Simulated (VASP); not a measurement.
Input of a VASP 6.6.1 run:

INCAR

```
PREC = Accurate
ENCUT = 520
EDIFF = 1E-6
ISMEAR = 1
SIGMA = 0.1
LREAL = False
LASPH = True
NELM = 80
ALGO = Normal
ISIF = 2
LWAVE = False
LCHARG = True
GGA = CA
LELF = True
LVHAR = True
NBANDS = 23
```

The input KPOINTS:

```
regular mesh
0
Gamma
  8 8 4
```

File POSCAR:

```
HfN
1.0
    3.0807806715      0.0000000000      0.0000000000
   -1.5403903357      2.6680343265      0.0000000000
    0.0000000000      0.0000000000      5.3249403579
Hf N
2 2
Direct
    0.6666666667      0.3333333333      0.7500000000
    0.3333333333      0.6666666667      0.2500000000
    0.0000000000      0.0000000000      0.0000000000
    0.0000000000      0.0000000000      0.5000000000
```

Potentials or basis: VASP PAW LDA potentials, release 64 (Hf_pv, N).

The run is started by

```bash
$ cat potpaw_LDA.64/Hf_pv/POTCAR potpaw_LDA.64/N/POTCAR > POTCAR
$ mpirun -np 1 vasp_std > vasp.out
```

Question: Predict the band gap on the k mesh.

Answer: Zero (band 15 reaches 10.21 eV, above the bottom of band 16 at 7.76 eV).

Question: Estimate the pressure.

Answer: 5.0 GPa.

Stress tensor (GPa, compression positive):
```
4.85 0.00 0.00
0.00 4.85 0.00
0.00 0.00 5.44
```

Caveat: spin-orbit coupling is left out, which moves the levels of the heavy elements.
